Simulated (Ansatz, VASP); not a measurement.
One calculation of SiSe4, two programs

```
Si Se
1.0
    -3.06613    3.06613    3.06613
     3.06613   -3.06613    3.06613
     3.06613    3.06613   -3.06613
Si Se
1 4
Direct
  0.00000 0.00000 0.00000
  0.00000 0.00000 0.50000
  0.00000 0.50000 0.00000
  0.50000 0.00000 0.00000
  0.50000 0.50000 0.50000
```

Change from the starting cell: species swapped into the MnGa4 type (Im-3m, No. 229).

Alike in both runs: task relaxation of cell and atoms; functional PBE; k mesh 10 × 10 × 10; occupations gaussian, width 0.1 eV; no spin polarisation.

|  | VASP | Ansatz |
| --- | --- | --- |
| version | VASP 6.6.1 | Ansatz 0.2.0 |
| potentials or method | VASP PAW PBE potentials, release 64 (Si, Se), cutoff 600 eV | scalar-relativistic, plane waves, PAW |
| valence electrons in the cell | 28 | 68 |

|  | VASP | Ansatz | Ansatz less VASP |
| --- | --- | --- | --- |
| gap on the k mesh at the Fermi level, each at its own relaxed structure (eV) | none | none | - |
| relaxed volume (Å³/atom) | 23.06 | 23.03 | -0.032 |
| relaxed length of the cell vector where the two differ most in proportion (Å) | 5.311 | 5.308 | -0.0024 |

A gap of «none» marks a metal or a gap that the smearing closes. VASP's potentials hold 28 valence electrons a cell and Ansatz's 68, so a difference there can come from the potentials and not from the codes.

Noted on VASP's run: the relaxation stopped at its first step, so nothing moved.
